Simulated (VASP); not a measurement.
Ti, 4 atoms in the cell. The structure is hexagonal, space group P6_3/mmc (No. 194). Conventional cell: a = 2.955 Å, b = 2.955 Å, c = 9.456 Å, α = 90.00°, β = 90.00°, γ = 120.00°. Ti (site symmetry -3m) has 12 Ti at 2.92 to 2.95 Å within 3.8 Å. Within 3.8 Å of Ti (site symmetry -6m2) lie 12 Ti at 2.92 to 2.95 Å. 

```yaml
Program: VASP 6.6.1
Task: single point
Functional: revPBE
Potentials_or_basis: VASP PAW PBE potentials, release 64 (Ti_sv)
Cutoff: 520 eV
k_mesh: 14 × 14 × 4
Occupations: fermi-dirac, width 0.1 eV
Spin: no spin polarisation
Dipole_correction: no
Further_INCAR_settings: ALGO = Normal; EDIFF = 1e-07; NBANDS = 32
```

Potentials or basis: VASP PAW PBE potentials, release 64 (Ti_sv).

The run is started by

```bash
$ cat potpaw_PBE.64/Ti_sv/POTCAR > POTCAR
$ mpirun -np 1 vasp_std > vasp.out
```

Hardware: 1 thread of Intel(R) Xeon(R) 6975P-C (Granite Rapids), with other jobs on the host.

Task: How long does it take, and how much memory?

Result: Run time: 77 s on 1 thread of Intel(R) Xeon(R) 6975P-C (Granite Rapids) (shared host), peak memory 0.25 GiB. Counts: scf iterations 16, k points 72.
